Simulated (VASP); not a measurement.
Cu5Si3, 16 atoms in the cell. The cell holds an amorphous packing of atoms, 16 atoms: a = 6.034 Å, b = 6.312 Å, c = 5.993 Å, α = 91.32°, β = 89.34°, γ = 91.28°. 

* Program: VASP 6.6.1
* Task: single point
* Functional: PBE
* Potentials or basis: VASP PAW PBE potentials, release 64 (Cu, Si)
* Cutoff: 520 eV
* k mesh: 1 × 1 × 1, shifted
* Occupations: fermi-dirac, width 0.0741 eV
* Spin: no spin polarisation
* Dipole correction: no
* Further INCAR settings: LREAL = Auto; ALGO = Normal; EDIFF = 1e-07; NBANDS = 81; ISYM = 0

Potentials or basis: VASP PAW PBE potentials, release 64 (Cu, Si).

Launch:

```sh
$ cat potpaw_PBE.64/Cu/POTCAR potpaw_PBE.64/Si/POTCAR > POTCAR
$ mpirun -np 1 vasp_std > vasp.out
```

Hardware: 1 thread of Intel(R) Xeon(R) 6975P-C (Granite Rapids) (shared host).

**Question.** Estimate the wall time of this run.

**Answer.** It took 46 s on 1 thread of Intel(R) Xeon(R) 6975P-C (Granite Rapids), on a shared host, peak memory 0.33 GiB. Counts: scf iterations 22, k points 1.
